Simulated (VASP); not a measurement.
Crystal: Cd3InO.

```
Cd In O
1.0
     4.48948    0.00000    0.00000
     0.00000    4.61451    0.00000
     0.00000    0.00000    6.16419
Cd In O
3 1 1
Direct
  0.00000 0.00000 0.18755
  0.00000 0.00000 0.81245
  0.00000 0.50000 0.00000
  0.00000 0.50000 0.50000
  0.50000 0.00000 0.00000
```

```yaml
Program: VASP 6.6.1
Task: relaxation of cell and atoms
Functional: PBE
Potentials_or_basis: VASP PAW PBE potentials, release 64 (Cd, In_d, O)
Cutoff: 600 eV
k_mesh: 4 × 4 × 4
Occupations: gaussian, width 0.1 eV
Spin: no spin polarisation
```

At the start: pressure 9.2 GPa; volume 25.54 Å³/atom.

Question: Where does the relaxation end?

Answer: Over 19 steps the energy falls by 756.5 meV/atom and the volume is 22.24 Å³/atom (-12.9 %); space group Pmmm (No. 47, to 0.05 Å).

The path:
```tsv
step	energy change (eV)	largest force (eV/Å)	pressure (GPa)	volume (Å³)
1	0.0000	6.4919	9.18	127.70
2	-1.6371	0.7075	-6.11	155.06
3	-1.8765	0.1290	-3.84	143.88
4	-2.4161	0.3063	-3.27	132.59
5	-2.8578	2.7336	9.79	99.88
6	-3.0182	1.1124	0.15	115.78
7	-3.1039	1.5408	2.13	110.64
8	-3.1092	1.7750	3.55	108.00
9	-3.3449	1.3061	3.09	106.07
10	-3.4070	1.0243	3.43	104.30
11	-3.6097	0.2380	-0.60	109.83
12	-3.6305	0.0897	-1.88	112.26
13	-3.7412	0.2252	-0.96	111.21
14	-3.7529	0.2996	-0.49	110.77
15	-3.7756	0.0279	0.48	109.66
16	-3.7760	0.0814	0.65	109.49
17	-3.7813	0.0559	0.16	110.68
18	-3.7817	0.0467	-0.01	111.10
19	-3.7823	0.0087	-0.02	111.19
```

Final structure:
```
Cd In O
1.0
     3.20584    0.00000    0.00000
     0.00000    5.78862    0.00000
     0.00000    0.00000    5.99148
Cd In O
3 1 1
Direct
  0.00000 0.00000 0.26971
  0.00000 0.00000 0.73029
  0.00000 0.50000 0.00000
  0.00000 0.50000 0.50000
  0.50000 0.00000 0.00000
```

Caveat: an odd number of electrons without spin polarisation forces a metal; a magnetic or distorted state may lie lower.
